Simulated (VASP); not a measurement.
Write the native input for VASP 6.6.1 that does the following.

| Quantity | Value |
| --- | --- |
| Task | single point |
| Functional | r2SCAN |
| Potentials or basis | VASP PAW PBE potentials, release 64 (Mg_sv, O) |
| Cutoff | 750 eV |
| k mesh | 6 × 6 × 6 |
| Occupations | gaussian, width 0.02 eV |
| Spin | no spin polarisation |
| Dipole correction | no |
| Further INCAR settings | ALGO = Normal; EDIFF = 1e-06; NBANDS = 24 |

MgO:

```
Mg O
1.0
     3.48410    0.00000    0.00000
    -1.74205    3.01732    0.00000
     0.00000    0.00000    4.18569
Mg O
2 2
Cartesian
  1.7421 1.0058 3.1393
  0.0000 2.0115 1.0464
  1.7421 1.0058 1.0464
  0.0000 2.0115 3.1393
```

The input as run:

POSCAR

```
MgO
1.0
    3.4841042127      0.0000000000      0.0000000000
   -1.7420521064      3.0173227576      0.0000000000
    0.0000000000      0.0000000000      4.1856875957
Mg O
2 2
Direct
    0.6666666667      0.3333333333      0.7500000000
    0.3333333333      0.6666666667      0.2500000000
    0.6666666667      0.3333333333      0.2500000000
    0.3333333333      0.6666666667      0.7500000000
```

INCAR.step1

```
SYSTEM = MgO
PREC     = Accurate       ! precision mode
ENCUT    = 750            ! plane-wave cutoff, eV
ISMEAR   = 0              ! smearing method
SIGMA    = 0.02           ! smearing width, eV
LREAL    = .False.        ! projectors in reciprocal space
LASPH    = .True.         ! aspherical terms in the spheres
NELM     = 120            ! most SCF steps
NBANDS   = 24             ! bands
GGA      = PE             ! functional
ALGO     = Normal         ! electronic algorithm
EDIFF    = 1E-5           ! SCF threshold, eV
LWAVE    = .True.         ! write WAVECAR
LCHARG   = .False.        ! write CHGCAR
GGA_COMPAT= .False.
```

INCAR.step2

```
SYSTEM = MgO
PREC     = Accurate       ! precision mode
ENCUT    = 750            ! plane-wave cutoff, eV
EDIFF    = 1E-6           ! SCF threshold, eV
ISMEAR   = 0              ! smearing method
SIGMA    = 0.02           ! smearing width, eV
LREAL    = .False.        ! projectors in reciprocal space
LASPH    = .True.         ! aspherical terms in the spheres
NELM     = 120            ! most SCF steps
ALGO     = Normal         ! electronic algorithm
ISIF     = 2              ! what is computed and relaxed
LWAVE    = .False.        ! write WAVECAR
LCHARG   = .False.        ! write CHGCAR
METAGGA  = R2SCAN         ! meta-GGA
LMIXTAU  = .True.       
NBANDS   = 24             ! bands
ISTART   = 1            
GGA_COMPAT= .False.
```

KPOINTS

```
regular mesh
0
Gamma
  6 6 6
  0 0 0
```

Potentials or basis: VASP PAW PBE potentials, release 64 (Mg_sv, O).

The run is started by

```bash
$ cat potpaw_PBE.64/Mg_sv/POTCAR potpaw_PBE.64/O/POTCAR > POTCAR
$ cp INCAR.step1 INCAR
$ mpirun -np 1 vasp_std > vasp.out
$ cp INCAR.step2 INCAR
$ mpirun -np 1 vasp_std > vasp.out
```

Results of the run:

```yaml
Pressure: 0.0 GPa
Band_gap_on_the_k_mesh: 4.10 eV
```

Caveat: the PAW data sets were made with another functional, which shifts forces and pressure a little.

It took 84 s on 1 thread of Intel(R) Xeon(R) Platinum 8488C (Sapphire Rapids), with other jobs on the host, peak memory 0.21 GiB.
